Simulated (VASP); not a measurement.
# Sb (R-3m) in VASP: further runs

Sb is run at these levels: PBE; tasks: single point, relaxation of cell and atoms.

All numbers are computed with VASP 6.6.1; they aren't measurements. Logs are shortened: lines on timing, memory, paths and dates and some standing lists are left out, and cuts for length are marked.

## (1) The cell of the first run

Symmetry: R-3m, No. 166, trigonal system. The conventional cell has a = 4.373 Å, b = 4.373 Å, c = 11.615 Å, α = 90.00°, β = 90.00°, γ = 120.00°. Sb (site symmetry 3m) has 6 Sb at 2.94 to 3.46 Å within 3.9 Å.

## (2) Single point, PBE

The input, INCAR:

```
SYSTEM = Sb
PREC = Accurate
ENCUT = 520
EDIFF = 1E-6
ISMEAR = 0
SIGMA = 0.05
LREAL = .FALSE.
LASPH = .TRUE.
NELM = 60
ALGO = Normal
ISIF = 2
LWAVE = .FALSE.
LCHARG = .FALSE.
GGA = PE
NBANDS = 12
```

The input, KPOINTS:

```
regular mesh
0
G
  6 6 6
  0 0 0
```

The input, POSCAR:

```
Sb
1.0
    2.1866633813      1.2624706918      3.8717102405
   -2.1866633813      1.2624706918      3.8717102405
    0.0000000000     -2.5249413836      3.8717102405
Sb
2
Direct
    0.2312609585      0.2312609585      0.2312609585
    0.7687390415      0.7687390415      0.7687390415
```

Potentials or basis: VASP PAW PBE potentials, release 64 (Sb).

Command:

```sh
cat potpaw_PBE.64/Sb/POTCAR > POTCAR
mpirun -np 1 vasp_std > vasp.out
```

OUTCAR:

```text
SYSTEM = Sb
   PREC = Accurate
   ENCUT = 520
   EDIFF = 1E-6
   ISMEAR = 0
   LREAL = .FALSE.
   LASPH = .TRUE.
   NELM = 60
   ISIF = 2
   GGA = PE

 ion  position               nearest neighbor table
   1  0.231  0.231  0.231-   2 2.94   2 2.94   2 2.94   2 3.46   2 3.46   2 3.46
   2  0.769  0.769  0.769-   1 2.94   1 2.94   1 2.94   1 3.46   1 3.46   1 3.46

  LATTYP: Found a trigonal (rhomboedric) cell.
 ALAT       =     4.6222796516
 COS(alpha) =     0.5524089171

  Lattice vectors:

 A1 = (   2.1866633813,   1.2624706918,   3.8717102405)
 A2 = (  -2.1866633813,   1.2624706918,   3.8717102405)
 A3 = (   0.0000000000,  -2.5249413836,   3.8717102405)

Analysis of symmetry for initial positions (statically):
=====================================================================
 Subroutine PRICEL returns:
 Original cell was already a primitive cell.

 Routine SETGRP: Setting up the symmetry group for a
 trigonal (rhombohedral) supercell.

 Subroutine GETGRP returns: Found 12 space group operations
 (whereof 12 operations were pure point group operations)
 out of a pool of 12 trial point group operations.

The static configuration has the point symmetry D_3d.

Analysis of symmetry for dynamics (positions and initial velocities):
=====================================================================
 Subroutine PRICEL returns:
 Original cell was already a primitive cell.

 Routine SETGRP: Setting up the symmetry group for a
 trigonal (rhombohedral) supercell.

 Subroutine GETGRP returns: Found 12 space group operations
 (whereof 12 operations were pure point group operations)
 out of a pool of 12 trial point group operations.

The dynamic configuration has the point symmetry D_3d.

 Subroutine INISYM returns: Found 12 space group operations
 (whereof 12 operations are pure point group operations),
 and found     1 'primitive' translations

----------------------------------------------------------------------------------------

                                     Primitive cell

  volume of cell :      64.1294

  direct lattice vectors                    reciprocal lattice vectors
     2.186663381  1.262470692  3.871710241     0.228658880  0.132016266  0.086094597
    -2.186663381  1.262470692  3.871710241    -0.228658880  0.132016266  0.086094597
     0.000000000 -2.524941384  3.871710241     0.000000000 -0.264032532  0.086094597

  length of vectors
     4.622279652  4.622279652  4.622279652     0.277714705  0.277714705  0.277714705

  position of ions in fractional coordinates (direct lattice)
     0.231260959  0.231260959  0.231260959
     0.768739041  0.768739041  0.768739041

  ion indices of the primitive-cell ions
   primitive index   ion index
                 1           1
                 2           2

----------------------------------------------------------------------------------------

 KPOINTS: regular mesh

Automatic generation of k-mesh.
 Grid dimensions read from file:
 generate k-points for:    6    6    6

 Generating k-lattice:

  Cartesian coordinates                     Fractional coordinates (reciprocal lattice)
     0.038109813  0.022002711  0.014349100     0.166666667  0.000000000 -0.000000000
    -0.038109813  0.022002711  0.014349100     0.000000000  0.166666667 -0.000000000
     0.000000000 -0.044005422  0.014349100    -0.000000000 -0.000000000  0.166666667

  Length of vectors
     0.046285784  0.046285784  0.046285784

  Shift w.r.t. Gamma in fractional coordinates (k-lattice)
     0.000000000  0.000000000  0.000000000

 Subroutine IBZKPT returns following result:
 ===========================================

 Found     32 irreducible k-points:

 Following reciprocal coordinates:
            Coordinates               Weight
  0.000000  0.000000  0.000000      1.000000
  0.166667  0.000000 -0.000000      6.000000
  0.333333  0.000000 -0.000000      6.000000
  0.500000  0.000000 -0.000000      3.000000
  0.166667  0.166667 -0.000000      6.000000
  0.333333  0.166667 -0.000000     12.000000
[... 16 lines left out ...]
  0.500000  0.500000  0.166667      6.000000
 -0.333333  0.500000  0.166667     12.000000
 [... further k-points ...]
   k-points           NKPTS =     32   k-points in BZ     NKDIM =     32   number of bands    NBANDS=     12
   number of dos      NEDOS =    301   number of ions     NIONS =      2
   total plane-waves  NPLWV =  46656
   dimension x,y,z NGX =    36 NGY =   36 NGZ =   36
   dimension x,y,z NGXF=    72 NGYF=   72 NGZF=   72
   ions per type =               2
   NGX,Y,Z   is equivalent  to a cutoff of  12.95, 12.95, 12.95 a.u.
   NGXF,Y,Z  is equivalent  to a cutoff of  25.90, 25.90, 25.90 a.u.
 SYSTEM =  Sb
   PREC   = accura    normal or accurate (medium, high low for compatibility)
   ISTART =      0    job   : 0-new  1-cont  2-samecut
   ICHARG =      2    charge: 1-file 2-atom 10-const
   ISPIN  =      1    spin polarized calculation?
   LNONCOLLINEAR =      F non collinear calculations
   LSORBIT =      F    spin-orbit coupling
   LASPH  =      T    aspherical Exc in radial PAW
   ENCUT  =  520.0 eV  38.22 Ry    6.18 a.u.   8.59  8.59  8.59*2*pi/ulx,y,z
   NELM   =     60;   NELMIN=  2; NELMDL= -5     # of ELM steps
   EDIFF  = 0.1E-05   stopping-criterion for ELM
   LREAL  =      F    real-space projection
   EDIFFG = 0.1E-04   stopping-criterion for IOM
   NSW    =      0    number of steps for IOM
   IBRION =     -1    ionic relax: 0-MD 1-quasi-New 2-CG
   NFREE  =      0    steps in history (QN), initial steepest desc. (CG)
   ISIF   =      2    stress and relaxation
   ISYM   =      2    0-nonsym 1-usesym 2-fastsym
   POTIM  = 0.5000    time-step for ionic-motion
   TEBEG  =    0.0;   TEEND  =   0.0 temperature during run
   PSTRESS=    0.0 pullay stress
   NELECT =      10.0000    total number of electrons
   NUPDOWN=      -1.0000    fix difference up-down
   EMIN   =  10.00;   EMAX   =-10.00  energy-range for DOS
   EFERMI =   0.00;   METHOD = LEGACY
   ISMEAR =     0;   SIGMA  =   0.05  broadening in eV -4-tet -1-fermi 0-gaus
   EFERMI_NEDOS =   21; number of points for ismear=-14 and -15
   IALGO  =     38    algorithm
   IMIX   =      4    mixing-type and parameters
     AMIX     =   0.40;   BMIX     =  1.00
     AMIX_MAG =   1.60;   BMIX_MAG =  1.00
  volume/ion in A,a.u.               =      32.06       216.38
  Fermi-wavevector in a.u.,A,eV,Ry     =   0.881162  1.665155 10.564194  0.776446
  Thomas-Fermi vector in A             =   2.001621
   LORBIT       =      0    0 simple, 1 ext, 2 COOP (PROOUT), +10 PAW based schemes
   GGA     = PE    functional components
   LHFCALC =     F    Hartree Fock is set to
   AEXX    =    0.0000 exact exchange contribution
   IVDW    =     0    specifies the selected vdW correction
   LEPSILON=     F    determine dielectric tensor
   LRPA    =     F    only Hartree local field effects (RPA)
 non-spin polarized calculation
 Gauss-broadening in eV      SIGMA  =   0.05
  energy-cutoff  :      520.00
  volume of cell :       64.13
 maximum number of plane-waves:      1742
 NGX is ok and might be reduce to    36
   NGX = 17   NGY = 17   NGZ = 17

 number of electron      10.0000000 magnetization

 Free energy of the ion-electron system (eV)
  ---------------------------------------------------
  ext. energy  EPLUGINS =         0.00000000
  ---------------------------------------------------
  free energy    TOTEN  =        -8.29695839 eV

  energy without entropy =       -8.29617479  energy(sigma->0) =       -8.29656659

 E-fermi :   6.5233     XC(G=0):  -9.2658

 val. band max:        6.5232936218   @ k =   0.3333   0.1667   0.1667
 cond. band min:       6.8496433007   @ k =   0.5000   0.0000  -0.0000
 fundamental gap:      0.3263496789
 Fermi energy:         6.5232936242

 k-point     1 :       0.0000    0.0000    0.0000
  band No.  band energies     occupation
      1      -5.7615      2.00000
      2       1.4776      2.00000
      3       4.6275      2.00000
      4       4.8674      2.00000
      5       4.8674      2.00000
      6       8.3966      0.00000
      7       9.1048      0.00000
      8       9.1048      0.00000
      9      11.8059      0.00000
     10      11.8059      0.00000
     11      11.9820      0.00000
     12      13.2642      0.00000

 k-point     2 :       0.1667    0.0000   -0.0000
  band No.  band energies     occupation
      1      -5.4728      2.00000
      2       0.4953      2.00000
      3       4.6378      2.00000
      4       4.7769      2.00000
      5       5.1601      2.00000
      6       8.2132      0.00000
      7       8.4959      0.00000
      8       8.5896      0.00000
      9      11.1734      0.00000
     10      11.6839      0.00000
     11      12.0190      0.00000
     12      14.8501      0.00000

 k-point     3 :       0.3333    0.0000   -0.0000
  band No.  band energies     occupation
      1      -4.6285      2.00000
      2      -1.3444      2.00000
      3       4.6301      2.00000
      4       4.6427      2.00000
      5       5.6950      2.00000
      6       7.1820      0.00000
      7       7.4359      0.00000
      8       7.6952      0.00000
      9      12.1548      0.00000
     10      12.9178      0.00000
     11      13.5140      0.00000
     12      16.7057      0.00000
[... 286 lines left out ...]
 k-point    23 :       0.5000    0.5000    0.1667
  band No.  band energies     occupation
      1      -3.9081      2.00000
      2      -1.4397      2.00000
      3       1.7580      2.00000
      4       3.4654      2.00000
      5       3.8680      2.00000
      6       8.7188      0.00000
      7      10.1723      0.00000
      8      11.2854      0.00000
      9      11.9023      0.00000
     10      15.2609      0.00000
     11      15.5593      0.00000
     12      16.0059      0.00000

 k-point    24 :      -0.3333    0.5000    0.1667
  band No.  band energies     occupation
      1      -3.3511      2.00000
      2      -2.0055      2.00000
      3       1.6387      2.00000
      4       2.4610      2.00000
      5       4.8064      2.00000
      6       8.4106      0.00000
      7       9.8718      0.00000
      8      11.9999      0.00000
      9      12.1503      0.00000
     10      13.4941      0.00000
     11      16.0454      0.00000
     12      16.8793      0.00000

 [... further k-points ...]

------------------------ aborting loop because EDIFF is reached ----------------------------------------

  FORCE on cell =-STRESS in cart. coord.  units (eV):
  Direction    XX          YY          ZZ          XY          YZ          ZX
  --------------------------------------------------------------------------------------
  -------------------------------------------------------------------------------------
  Total        0.0861062      0.0861062      0.0809856      0.0000000      0.0000000     -0.0000000
  in kB        2.1512334      2.1512334      2.0233026      0.0000000      0.0000000     -0.0000000
  external PRESSURE =       2.1085898 kB  Pullay stress =       0.0000000 kB

 VOLUME and BASIS-vectors are now :
 -----------------------------------------------------------------------------
  energy-cutoff  :      520.00
  volume of cell :       64.13
      direct lattice vectors                 reciprocal lattice vectors
     2.186663381  1.262470692  3.871710241     0.228658880  0.132016266  0.086094597
    -2.186663381  1.262470692  3.871710241    -0.228658880  0.132016266  0.086094597
     0.000000000 -2.524941384  3.871710241     0.000000000 -0.264032532  0.086094597

 POSITION                                       TOTAL-FORCE (eV/Angst)
 -----------------------------------------------------------------------------------
      0.00000      0.00000      2.68613         0.000000      0.000000      0.060195
      0.00000      0.00000      8.92900         0.000000     -0.000000     -0.060195
 -----------------------------------------------------------------------------------
    total drift:                               -0.000000      0.000000     -0.000000

  FREE ENERGIE OF THE ION-ELECTRON SYSTEM (eV)
  ---------------------------------------------------
  free  energy   TOTEN  =        -8.2969583916 eV

  energy  without entropy=       -8.2961747947  energy(sigma->0) =       -8.29656659
```

Run time: 28 s. Hardware: 1 thread of AMD EPYC 7R43 (Zen 3), shared host; peak memory 0.17 GiB.

What came out:

- Free energy: -8.2970 eV
- Pressure: 0.2 GPa
- Largest force: 0.060 eV/Å
- Band gap on the k mesh: zero (band 5 reaches 6.52 eV, above the bottom of band 6 at 6.34 eV)

Forces on the atoms (eV/Å):
```
Sb   0.000  0.000  0.060
Sb   0.000  0.000 -0.060
```

Caveat: spin-orbit coupling is left out, which moves the levels of the heavy elements.

## (3) Relaxation of cell and atoms, PBE

This run uses another cell than the first one, of 30.21 Å³/atom, 0.942 times its volume.

The input, INCAR:

```
SYSTEM = Sb
PREC = Accurate
ENCUT = 600
EDIFF = 1E-7
ISMEAR = 0
SIGMA = 0.05
LREAL = .FALSE.
LASPH = .TRUE.
NELM = 80
ALGO = Normal
ISIF = 3
LWAVE = .FALSE.
LCHARG = .FALSE.
GGA = PE
IBRION = 2
NSW = 80
EDIFFG = -0.03
```

KPOINTS is that of step 2.

The input, POSCAR:

```
Sb
1.0
    2.1107707375      1.2186540535      3.9141663933
   -2.1107707375      1.2186540535      3.9141663933
    0.0000000000     -2.4373081070      3.9141663933
Sb
2
Direct
    0.2275400000      0.2275400000      0.2275400000
    0.7724600000      0.7724600000      0.7724600000
```

Potentials or basis: VASP PAW PBE potentials, release 64 (Sb).

Command:

```sh
cat potpaw_PBE.64/Sb/POTCAR > POTCAR
mpirun -np 1 vasp_std > vasp.out
```

OUTCAR:

```text
SYSTEM = Sb
   PREC = Accurate
   ENCUT = 600
   EDIFF = 1E-7
   ISMEAR = 0
   LREAL = .FALSE.
   LASPH = .TRUE.
   NELM = 80
   ISIF = 3
   GGA = PE
   IBRION = 2
   NSW = 80
   EDIFFG = -0.03

 ion  position               nearest neighbor table
   1  0.228  0.228  0.228-   2 2.83   2 2.83   2 2.83   2 3.48   2 3.48   2 3.48
   2  0.772  0.772  0.772-   1 2.83   1 2.83   1 2.83   1 3.48   1 3.48   1 3.48

  LATTYP: Found a trigonal (rhomboedric) cell.
 ALAT       =     4.6109835570
 COS(alpha) =     0.5808929386

  Lattice vectors:

 A1 = (   2.1107707375,   1.2186540535,   3.9141663933)
 A2 = (  -2.1107707375,   1.2186540535,   3.9141663933)
 A3 = (   0.0000000000,  -2.4373081070,   3.9141663933)

Analysis of symmetry for initial positions (statically):
[... 371 lines left out ...]
 fundamental gap:      0.3264104530
 Fermi energy:         6.4795763183

 k-point     1 :       0.0000    0.0000    0.0000
  band No.  band energies     occupation
      1      -5.7685      2.00000
      2       1.4249      2.00000
      3       4.5997      2.00000
      4       4.8385      2.00000
      5       4.8385      2.00000
      6       8.3832      0.00000
      7       9.0701      0.00000
      8       9.0701      0.00000
      9      11.7587      0.00000
[... 265 lines left out ...]
 k-point    24 :      -0.3333    0.5000    0.1667
  band No.  band energies     occupation
      1      -3.3651      2.00000
      2      -2.0335      2.00000
      3       1.6181      2.00000
      4       2.4401      2.00000
      5       4.7755      2.00000
      6       8.3677      0.00000
      7       9.8432      0.00000
      8      11.9397      0.00000
      9      12.1033      0.00000

 [... further k-points ...]

------------------------ aborting loop because EDIFF is reached ----------------------------------------

  FORCE on cell =-STRESS in cart. coord.  units (eV):
  Direction    XX          YY          ZZ          XY          YZ          ZX
  --------------------------------------------------------------------------------------
  -------------------------------------------------------------------------------------
  Total       -0.0223374     -0.0223374     -0.0011327      0.0000000      0.0000000      0.0000000
  in kB       -0.5564232     -0.5564232     -0.0282144      0.0000000      0.0000000      0.0000000
  external PRESSURE =      -0.3803536 kB  Pullay stress =       0.0000000 kB
[... 17 lines left out ...]
  FREE ENERGIE OF THE ION-ELECTRON SYSTEM (eV)
  ---------------------------------------------------
  free  energy   TOTEN  =        -8.2972292397 eV

  energy  without entropy=       -8.2964456421  energy(sigma->0) =       -8.29683744

 reached required accuracy - stopping structural energy minimisation
```

OSZICAR:

```text
N       E                     dE             d eps       ncg     rms          rms(c)
DAV:   1     0.428936907706E+02    0.42894E+02   -0.39871E+03   576   0.985E+02
DAV:   2    -0.628899830336E+01   -0.49183E+02   -0.47924E+02   792   0.132E+02
DAV:   3    -0.817127048451E+01   -0.18823E+01   -0.18200E+01   748   0.314E+01
[... 81 lines left out ...]
DAV:   1    -0.829737628842E+01   -0.61292E-03   -0.15310E-02   617   0.765E-01    0.711E-02
DAV:   2    -0.829729836852E+01    0.77920E-04   -0.54225E-04   607   0.159E-01    0.447E-02
DAV:   3    -0.829722946677E+01    0.68902E-04   -0.16893E-04   595   0.692E-02    0.120E-02
DAV:   4    -0.829722926067E+01    0.20610E-06   -0.22611E-06   648   0.128E-02    0.757E-03
DAV:   5    -0.829722923971E+01    0.20957E-07   -0.39776E-07   620   0.465E-03
  10 F= -.82972292E+01 E0= -.82968374E+01  d E =-.238191E-03
```

Wall time 2.1 min (1 thread of AMD EPYC 7R43 (Zen 3), shared host); peak memory 0.21 GiB.

What came out:

* Free energy: -8.2972 eV
* Relaxed volume: 32.16 Å³/atom
* Relaxed cell: a = 4.624 Å, b = 4.624 Å, c = 4.624 Å, α = 56.54°, β = 56.54°, γ = 56.54°
* Space group after relaxing (to 0.05 Å): R-3m (No. 166)
* Energy gained by relaxing: 60.6 meV/atom
* Ionic steps: 10
* Pressure after relaxing: 0.0 GPa
* Largest force after relaxing: 0.014 eV/Å
* Band gap on the k mesh: zero (band 5 reaches 6.48 eV, above the bottom of band 6 at 6.30 eV)

Forces on the atoms (eV/Å):
```
Sb   0.000  0.000  0.014
Sb   0.000  0.000 -0.014
```

The path:
```
step  energy change (eV)  largest force (eV/Å)  pressure (GPa)  volume (Å³)
   1              0.0000                0.9691            5.81        60.41
   2             -0.0446                0.4621           -3.62        70.50
   3             -0.1145                0.0750           -0.24        65.70
   4             -0.1145                0.0899           -0.14        65.60
   5             -0.1167                0.0811           -0.10        65.32
   6             -0.1206                0.0567            0.08        64.47
   7             -0.1149                0.0068            0.63        62.75
   8             -0.1209                0.0541            0.18        64.13
   9             -0.1207                0.0413           -0.35        64.59
  10             -0.1212                0.0140           -0.04        64.32
```

Final structure:
```
Sb
1.0
     2.19007    1.26444    3.87106
    -2.19007    1.26444    3.87106
     0.00000   -2.52888    3.87106
Sb
2
Cartesian
  0.0000 0.0000 2.6888
  0.0000 0.0000 8.9244
```

Levels at points of the mesh, in eV from the Fermi level:
| k point | band 2 | band 3 | band 4 | band 5 | band 6 | band 7 | band 8 | band 9 |
| --- | --- | --- | --- | --- | --- | --- | --- | --- |
| (0.00, 0.00, 0.00) | -5.05 | -1.88 | -1.64 | -1.64 | 1.90 | 2.59 | 2.59 | 5.28 |
| (0.50, 0.00, 0.00) | -9.29 | -1.89 | -1.79 | -0.22 | -0.18 | 0.33 | 0.77 | 7.41 |
| (0.50, 0.50, 0.00) | -7.95 | -4.98 | -3.41 | -3.35 | 1.67 | 4.66 | 5.40 | 6.44 |
| (0.50, 0.50, 0.50) | -8.55 | -1.23 | -1.23 | -0.54 | 0.37 | 0.37 | 1.19 | 6.77 |

Caveat: spin-orbit coupling is left out, which moves the levels of the heavy elements.
